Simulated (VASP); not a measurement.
# Ba3Os (Pm-3m) in VASP: further runs

Runs on Ba3Os. Level: PBE. Tasks: relaxation of cell and atoms.

Everything below comes from runs of VASP 6.6.1. Logs are shortened: lines on timing, memory, paths and dates and some standing lists are left out, and cuts for length are marked.

**1. The cell of the first run**

Symmetry: Pm-3m, No. 221, cubic system. Conventional cell: a = 4.979 Å, b = 4.979 Å, c = 4.979 Å, α = 90.00°, β = 90.00°, γ = 90.00°. Ba (site symmetry 4/mmm) has 8 Ba at 3.52 Å and 4 Os at 3.52 Å within 4.6 Å. Os (site symmetry m-3m) has 12 Ba at 3.52 Å within 4.6 Å.

**2. Relaxation of cell and atoms, PBE**

INCAR reads:

```
PREC     = Accurate       # precision mode
ENCUT    = 600            # plane-wave cutoff, eV
EDIFF    = 1E-7           # SCF threshold, eV
ISMEAR   = 0              # smearing method
SIGMA    = 0.1            # smearing width, eV
LREAL    = False          # projectors in reciprocal space
LASPH    = True           # aspherical terms in the spheres
NELM     = 60             # most SCF steps
ALGO     = Fast           # electronic algorithm
ISIF     = 3              # what is computed and relaxed
LWAVE    = False          # write WAVECAR
LCHARG   = False          # write CHGCAR
GGA      = PE             # functional
IBRION   = 2              # ionic algorithm
NSW      = 100            # ionic steps
EDIFFG   = -0.01          # ionic threshold
```

KPOINTS reads:

```
Automatic mesh
0
Gamma
  10 10 10
```

POSCAR reads:

```
Ba3Os
1.0
    4.9790085085      0.0000000000      0.0000000000
    0.0000000000      4.9790085085      0.0000000000
    0.0000000000      0.0000000000      4.9790085085
Ba Os
3 1
Direct
    0.0000000000      0.5000000000      0.5000000000
    0.5000000000      0.0000000000      0.5000000000
    0.5000000000      0.5000000000      0.0000000000
    0.0000000000      0.0000000000      0.0000000000
```

Potentials or basis: VASP PAW PBE potentials, release 64 (Ba_sv, Os).

Run with:

```console
$ cat potpaw_PBE.64/Ba_sv/POTCAR potpaw_PBE.64/Os/POTCAR > POTCAR
$ mpirun -np 1 vasp_std > vasp.out
```

OUTCAR:

```text
PREC = Accurate
   ENCUT = 600
   EDIFF = 1E-7
   ISMEAR = 0
   LREAL = False
   LASPH = True
   NELM = 60
   ISIF = 3
   GGA = PE
   IBRION = 2
   NSW = 100
   EDIFFG = -0.01

 ion  position               nearest neighbor table
   1  0.000  0.500  0.500-   2 3.52   3 3.52   4 3.52   3 3.52   4 3.52   2 3.52   4 3.52   4 3.52
                             2 3.52   3 3.52   3 3.52   2 3.52
   2  0.500  0.000  0.500-   1 3.52   3 3.52   4 3.52   3 3.52   4 3.52   1 3.52   3 3.52   3 3.52
                             1 3.52   4 3.52   4 3.52   1 3.52
   3  0.500  0.500  0.000-   1 3.52   2 3.52   4 3.52   1 3.52   2 3.52   2 3.52   4 3.52   2 3.52
                             1 3.52   4 3.52   1 3.52   4 3.52
   4  0.000  0.000  0.000-   1 3.52   2 3.52   3 3.52   1 3.52   2 3.52   1 3.52   3 3.52   1 3.52
                             2 3.52   3 3.52   2 3.52   3 3.52

  LATTYP: Found a simple cubic cell.
 ALAT       =     4.9790085085

  Lattice vectors:

 A1 = (   4.9790085085,   0.0000000000,   0.0000000000)
 A2 = (   0.0000000000,   4.9790085085,   0.0000000000)
 A3 = (   0.0000000000,   0.0000000000,   4.9790085085)

Analysis of symmetry for initial positions (statically):
=====================================================================
 Subroutine PRICEL returns:
 Original cell was already a primitive cell.

 Routine SETGRP: Setting up the symmetry group for a
 simple cubic supercell.

 Subroutine GETGRP returns: Found 48 space group operations
 (whereof 48 operations were pure point group operations)
 out of a pool of 48 trial point group operations.

The static configuration has the point symmetry O_h .

Analysis of symmetry for dynamics (positions and initial velocities):
=====================================================================
 Subroutine PRICEL returns:
 Original cell was already a primitive cell.

 Routine SETGRP: Setting up the symmetry group for a
 simple cubic supercell.

 Subroutine GETGRP returns: Found 48 space group operations
 (whereof 48 operations were pure point group operations)
 out of a pool of 48 trial point group operations.

The dynamic configuration has the point symmetry O_h .

 Subroutine INISYM returns: Found 48 space group operations
 (whereof 48 operations are pure point group operations),
 and found     1 'primitive' translations

----------------------------------------------------------------------------------------

                                     Primitive cell

  volume of cell :     123.4322

  direct lattice vectors                    reciprocal lattice vectors
     4.979008508  0.000000000  0.000000000     0.200843200  0.000000000  0.000000000
     0.000000000  4.979008508  0.000000000     0.000000000  0.200843200  0.000000000
     0.000000000  0.000000000  4.979008508     0.000000000  0.000000000  0.200843200

  length of vectors
     4.979008508  4.979008508  4.979008508     0.200843200  0.200843200  0.200843200

  position of ions in fractional coordinates (direct lattice)
     0.000000000  0.500000000  0.500000000
     0.500000000  0.000000000  0.500000000
     0.500000000  0.500000000  0.000000000
     0.000000000  0.000000000  0.000000000

  ion indices of the primitive-cell ions
   primitive index   ion index
                 1           1
                 2           2
                 3           3
                 4           4

----------------------------------------------------------------------------------------

 KPOINTS: Automatic mesh

Automatic generation of k-mesh.
 Grid dimensions read from file:
 generate k-points for:   10   10   10

 Generating k-lattice:

  Cartesian coordinates                     Fractional coordinates (reciprocal lattice)
     0.020084320  0.000000000  0.000000000     0.100000000  0.000000000  0.000000000
     0.000000000  0.020084320  0.000000000     0.000000000  0.100000000  0.000000000
     0.000000000  0.000000000  0.020084320     0.000000000  0.000000000  0.100000000

  Length of vectors
     0.020084320  0.020084320  0.020084320

  Shift w.r.t. Gamma in fractional coordinates (k-lattice)
     0.000000000  0.000000000  0.000000000

 Subroutine IBZKPT returns following result:
 ===========================================

 Found     56 irreducible k-points:

 Following reciprocal coordinates:
            Coordinates               Weight
  0.000000  0.000000  0.000000      1.000000
  0.100000  0.000000  0.000000      6.000000
  0.200000  0.000000  0.000000      6.000000
  0.300000  0.000000  0.000000      6.000000
  0.400000  0.000000  0.000000      6.000000
  0.500000  0.000000  0.000000      3.000000
[... 16 lines left out ...]
  0.200000  0.100000  0.100000     24.000000
  0.300000  0.100000  0.100000     24.000000
 [... further k-points ...]
   k-points           NKPTS =     56   k-points in BZ     NKDIM =     56   number of bands    NBANDS=     23
   number of dos      NEDOS =    301   number of ions     NIONS =      4
   total plane-waves  NPLWV =  64000
   dimension x,y,z NGX =    40 NGY =   40 NGZ =   40
   dimension x,y,z NGXF=    80 NGYF=   80 NGZF=   80
   ions per type =               3   1
   NGX,Y,Z   is equivalent  to a cutoff of  13.36, 13.36, 13.36 a.u.
   NGXF,Y,Z  is equivalent  to a cutoff of  26.71, 26.71, 26.71 a.u.
 SYSTEM =  unknown system
   PREC   = accura    normal or accurate (medium, high low for compatibility)
   ISTART =      0    job   : 0-new  1-cont  2-samecut
   ICHARG =      2    charge: 1-file 2-atom 10-const
   ISPIN  =      1    spin polarized calculation?
   LNONCOLLINEAR =      F non collinear calculations
   LSORBIT =      F    spin-orbit coupling
   LASPH  =      T    aspherical Exc in radial PAW
   ENCUT  =  600.0 eV  44.10 Ry    6.64 a.u.   9.94  9.94  9.94*2*pi/ulx,y,z
   NELM   =     60;   NELMIN=  2; NELMDL= -5     # of ELM steps
   EDIFF  = 0.1E-06   stopping-criterion for ELM
   LREAL  =      F    real-space projection
   EDIFFG = -.1E-01   stopping-criterion for IOM
   NSW    =    100    number of steps for IOM
   IBRION =      2    ionic relax: 0-MD 1-quasi-New 2-CG
   NFREE  =      1    steps in history (QN), initial steepest desc. (CG)
   ISIF   =      3    stress and relaxation
   ISYM   =      2    0-nonsym 1-usesym 2-fastsym
   POTIM  = 0.5000    time-step for ionic-motion
   TEBEG  =    0.0;   TEEND  =   0.0 temperature during run
   PSTRESS=    0.0 pullay stress
   NELECT =      38.0000    total number of electrons
   NUPDOWN=      -1.0000    fix difference up-down
   EMIN   =  10.00;   EMAX   =-10.00  energy-range for DOS
   EFERMI =   0.00;   METHOD = LEGACY
   ISMEAR =     0;   SIGMA  =   0.10  broadening in eV -4-tet -1-fermi 0-gaus
   EFERMI_NEDOS =   21; number of points for ismear=-14 and -15
   IALGO  =     68    algorithm
   IMIX   =      4    mixing-type and parameters
     AMIX     =   0.40;   BMIX     =  1.00
     AMIX_MAG =   1.60;   BMIX_MAG =  1.00
  volume/ion in A,a.u.               =      30.86       208.24
  Fermi-wavevector in a.u.,A,eV,Ry     =   1.105418  2.088937 16.625622  1.221949
  Thomas-Fermi vector in A             =   2.241905
   LORBIT       =      0    0 simple, 1 ext, 2 COOP (PROOUT), +10 PAW based schemes
   GGA     = PE    functional components
   LHFCALC =     F    Hartree Fock is set to
   AEXX    =    0.0000 exact exchange contribution
   IVDW    =     0    specifies the selected vdW correction
   LEPSILON=     F    determine dielectric tensor
   LRPA    =     F    only Hartree local field effects (RPA)
 conjugate gradient relaxation of ions
 non-spin polarized calculation
 RMM-DIIS sequential band-by-band and
 Gauss-broadening in eV      SIGMA  =   0.10
  energy-cutoff  :      600.00
  volume of cell :      123.43
 maximum number of plane-waves:      4224
 NGX is ok and might be reduce to    40
   NGX = 19   NGY = 19   NGZ = 19

--------------------------------------- Ionic step        1  -------------------------------------------

 number of electron      38.0000007 magnetization

 Free energy of the ion-electron system (eV)
  ---------------------------------------------------
  ext. energy  EPLUGINS =         0.00000000
  ---------------------------------------------------
  free energy    TOTEN  =       -13.45995268 eV

  energy without entropy =      -13.44632293  energy(sigma->0) =      -13.45313780

------------------------ aborting loop because EDIFF is reached ----------------------------------------

  FORCE on cell =-STRESS in cart. coord.  units (eV):
  Direction    XX          YY          ZZ          XY          YZ          ZX
  --------------------------------------------------------------------------------------
  -------------------------------------------------------------------------------------
  Total        3.3796338      3.3796338      3.3796338      0.0000000     -0.0000000      0.0000000
  in kB       43.8683829     43.8683829     43.8683829      0.0000000     -0.0000000      0.0000000
  external PRESSURE =      43.8683829 kB  Pullay stress =       0.0000000 kB
[... 61 lines left out ...]
  energy  without entropy=      -13.6503607082  energy(sigma->0) =      -13.65895614

--------------------------------------- Ionic step        3  -------------------------------------------

 number of electron      38.0000007 magnetization

 Free energy of the ion-electron system (eV)
  ---------------------------------------------------
  ext. energy  EPLUGINS =         0.00000000
  ---------------------------------------------------
  free energy    TOTEN  =       -13.66906010 eV

  energy without entropy =      -13.65134538  energy(sigma->0) =      -13.66020274

 E-fermi :   3.3711     XC(G=0):  -9.4096

 val. band max:        3.3652681467   @ k =   0.4000   0.1000   0.0000
 cond. band min:       3.3942328343   @ k =   0.5000   0.3000   0.2000
 fundamental gap:      0.0289646876
 Fermi energy:         3.3710966072

 k-point     1 :       0.0000    0.0000    0.0000
  band No.  band energies     occupation
      1     -25.0469      2.00000
      2     -24.6500      2.00000
      3     -24.6500      2.00000
      4     -10.9256      2.00000
      5     -10.9256      2.00000
      6     -10.9256      2.00000
[... 613 lines left out ...]
     22       4.5796      0.00000
     23       4.6504      0.00000

 [... further k-points ...]

------------------------ aborting loop because EDIFF is reached ----------------------------------------

  FORCE on cell =-STRESS in cart. coord.  units (eV):
  Direction    XX          YY          ZZ          XY          YZ          ZX
  --------------------------------------------------------------------------------------
  -------------------------------------------------------------------------------------
  Total       -0.0233603     -0.0233603     -0.0233603     -0.0000000      0.0000000     -0.0000000
  in kB       -0.2654951     -0.2654951     -0.2654951     -0.0000000      0.0000000     -0.0000000
  external PRESSURE =      -0.2654951 kB  Pullay stress =       0.0000000 kB
[... 19 lines left out ...]
  FREE ENERGIE OF THE ION-ELECTRON SYSTEM (eV)
  ---------------------------------------------------
  free  energy   TOTEN  =       -13.6690600982 eV

  energy  without entropy=      -13.6513453775  energy(sigma->0) =      -13.66020274

 reached required accuracy - stopping structural energy minimisation
```

Run time: 24 min. Hardware: 1 thread of AMD EPYC 7R13, shared host; peak memory 0.4 GiB.

What came out:

| Property | Result |
| --- | --- |
| Free energy | -13.6691 eV |
| Relaxed volume | 35.24 Å³/atom |
| Relaxed cell | a = 5.204 Å, b = 5.204 Å, c = 5.204 Å, α = 90.00°, β = 90.00°, γ = 90.00° |
| Space group after relaxing (to 0.1 Å) | Pm-3m (No. 221) |
| Energy gained by relaxing | 52.3 meV/atom |
| Ionic steps | 3 |
| Pressure after relaxing | 0.0 GPa |
| Band gap on the k mesh | zero (bands 19 and 20 overlap by 0.98 eV) |

The path:
| step | energy change (eV) | largest force (eV/Å) | pressure (GPa) | volume (Å³) |
| --- | --- | --- | --- | --- |
| 1 | 0.0000 | 0.0000 | 4.39 | 123.43 |
| 2 | -0.2076 | 0.0000 | 0.30 | 139.15 |
| 3 | -0.2091 | 0.0000 | -0.03 | 140.97 |

Final structure:
```
CELL_PARAMETERS angstrom
5.20449 0.00000 0.00000
0.00000 5.20449 0.00000
0.00000 0.00000 5.20449
ATOMIC_POSITIONS crystal
Ba 0.00000 0.50000 0.50000
Ba 0.50000 0.00000 0.50000
Ba 0.50000 0.50000 0.00000
Os 0.00000 0.00000 0.00000
```

Levels at points of the mesh, in eV from the Fermi level:
| k point | band 17 | band 18 | band 19 | band 20 | band 21 | band 22 |
| --- | --- | --- | --- | --- | --- | --- |
| (0.00, 0.00, 0.00) | -1.31 | -1.31 | -1.31 | 1.05 | 1.05 | 1.05 |
| (0.50, 0.00, 0.00) | -0.65 | -0.30 | -0.30 | -0.25 | 0.37 | 0.86 |
| (0.50, 0.50, 0.00) | -0.34 | -0.06 | 0.17 | 0.17 | 0.22 | 1.04 |
| (0.50, 0.50, 0.50) | -0.26 | -0.26 | 0.71 | 0.71 | 0.71 | 2.37 |

Caveat: spin-orbit coupling is left out, which moves the levels of the heavy elements.

**3. Relaxation of cell and atoms, PBE**

This run uses another cell than the first one, of 33.82 Å³/atom.

INCAR reads:

```
PREC = Accurate ; ENCUT = 600
EDIFF = 1E-6 ; ISMEAR = 0
SIGMA = 0.1 ; LREAL = False
LASPH = True ; NELM = 100
ALGO = Fast ; ISIF = 3
LWAVE = False ; LCHARG = False
GGA = PE ; IBRION = 2
NSW = 100 ; EDIFFG = -0.01
```

KPOINTS is that of step 2.

POSCAR reads:

```
Ba3Os
1.0
    5.1337240216      0.0000000000      0.0000000000
    0.0000000000      5.1337240216      0.0000000000
    0.0000000000      0.0000000000      5.1337240216
Ba Os
3 1
Direct
    0.0000000000      0.5000000000      0.5000000000
    0.5000000000      0.0000000000      0.5000000000
    0.5000000000      0.5000000000      0.0000000000
    0.0000000000      0.0000000000      0.0000000000
```

Potentials or basis: VASP PAW PBE potentials, release 64 (Ba_sv, Os).

Run with:

```console
$ cat potpaw_PBE.64/Ba_sv/POTCAR potpaw_PBE.64/Os/POTCAR > POTCAR
$ mpirun -np 1 vasp_std > vasp.out
```

It took 23 min on 1 thread of AMD EPYC 7R13, shared host; peak memory 0.43 GiB.

Results (log left out):

- Free energy: -13.6701 eV
- Relaxed volume: 35.21 Å³/atom
- Relaxed cell: a = 5.203 Å, b = 5.203 Å, c = 5.203 Å, α = 90.00°, β = 90.00°, γ = 90.00°
- Space group after relaxing (to 0.1 Å): Pm-3m (No. 221)
- Energy gained by relaxing: 4.4 meV/atom
- Ionic steps: 3
- Pressure after relaxing: 0.0 GPa
- Band gap on the k mesh: zero (bands 19 and 20 overlap by 0.98 eV)

Step by step:
```csv
step,energy change (eV),largest force (eV/Å),pressure (GPa),volume (Å³)
1,0.0000,0.0000,1.07,135.30
2,-0.0171,0.0000,0.19,139.77
3,-0.0178,0.0000,0.00,140.85
```

Final structure:
```
Ba Os
1.0
     5.20301    0.00000    0.00000
     0.00000    5.20301    0.00000
     0.00000    0.00000    5.20301
Ba Os
3 1
Direct
  0.00000 0.50000 0.50000
  0.50000 0.00000 0.50000
  0.50000 0.50000 0.00000
  0.00000 0.00000 0.00000
```

Levels at points of the mesh, in eV from the Fermi level:
```csv
k point,band 17,band 18,band 19,band 20,band 21,band 22
"(0.00, 0.00, 0.00)",-1.31,-1.31,-1.31,1.05,1.05,1.05
"(0.50, 0.00, 0.00)",-0.65,-0.30,-0.30,-0.25,0.36,0.86
"(0.50, 0.50, 0.00)",-0.34,-0.06,0.17,0.17,0.22,1.04
"(0.50, 0.50, 0.50)",-0.26,-0.26,0.71,0.71,0.71,2.37
```

Caveat: spin-orbit coupling is left out, which moves the levels of the heavy elements.

The gap in the log of VASP goes by the Fermi energy; the results here count the filled bands.